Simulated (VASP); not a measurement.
AgCl: electric field gradients with LDA

The system is AgCl.

```
Ag Cl
1.0
     0.00000    2.73519    2.73519
     2.73519    0.00000    2.73519
     2.73519    2.73519    0.00000
Ag Cl
1 1
Direct
  0.00000 0.00000 0.00000
  0.50000 0.50000 0.50000
```

| Quantity | Value |
| --- | --- |
| Program | VASP 6.6.1 |
| Task | electric field gradients |
| Functional | LDA |
| Potentials or basis | VASP PAW LDA potentials, release 64 (Ag, Cl) |
| Cutoff | 520 eV |
| k mesh | 9 × 9 × 9 |
| Occupations | fermi-dirac, width 0.01 eV |
| Spin | no spin polarisation |
| Dipole correction | no |
| Further INCAR settings | ALGO = Normal; EDIFF = 1e-08; NBANDS = 16 |

- Pressure: -3.8 GPa
- Band gap on the k mesh: 0.69 eV (least direct gap 3.07 eV)
- Largest electric field gradient by atom: under 0.05 V/Å² on every atom

Levels at points of the mesh, in eV from the valence-band top:
```tsv
k point	band 6	band 7	band 8	band 9	band 10	band 11	band 12	band 13
(0.00, 0.00, 0.00)	-2.61	-2.43	-2.43	-2.43	0.69	10.78	10.78	10.78
```

Wall time 30 s on 1 thread of Intel Xeon 8259CL (shared host), peak memory 0.16 GiB.

Caveat: the cell stands under tension; semilocal functionals underestimate gaps, and a narrow one can read as zero; an odd mesh through Γ misses points on the zone boundary, where band edges can lie.
